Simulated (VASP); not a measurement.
Here is a VASP 6.6.1 calculation.

File INCAR:

```
SYSTEM = Ta
PREC = Accurate ; ENCUT = 520
EDIFF = 1E-7 ; ISMEAR = -1
SIGMA = 0.1 ; LREAL = .FALSE.
LASPH = .TRUE. ; NELM = 80
ALGO = Normal ; ISIF = 2
LWAVE = .FALSE. ; LCHARG = .FALSE.
GGA = B5 ; ALDAX = 1.0
AGGAX = 1.0 ; AGGAC = 1.0
ALDAC = 0.0 ; NBANDS = 30
```

KPOINTS

```
regular mesh
0
G
  14 14 4
  0 0 0
```

Contents of POSCAR:

```
Ta
1.0
    2.9799622723      0.0000000000      0.0000000000
   -1.4899811362      2.5807230301      0.0000000000
    0.0000000000      0.0000000000     10.4847779885
Ta
4
Direct
    1.0000000000      1.0000000000      1.0000000000
    0.0000000000      0.0000000000      0.5000000000
    0.3333333333      0.6666666667      0.2500000000
    0.6666666667      0.3333333333      0.7500000000
```

Potentials or basis: VASP PAW PBE potentials, release 64 (Ta_pv).

Run with:

```sh
$ cat potpaw_PBE.64/Ta_pv/POTCAR > POTCAR
$ mpirun -np 1 vasp_std > vasp.out
```

Q: Estimate the pressure.

A: -5.6 GPa.

Q: What does it give for the band gap on the k mesh?

A: Zero (band 22 reaches 6.04 eV, above the bottom of band 23 at 5.05 eV).

Stress tensor (GPa, compression positive):
```
-5.68  0.00  0.00
 0.00 -5.68  0.00
 0.00  0.00 -5.44
```

Caveat: the PAW data sets were made with another functional, which shifts forces and pressure a little; spin-orbit coupling is left out, which moves the levels of the heavy elements.
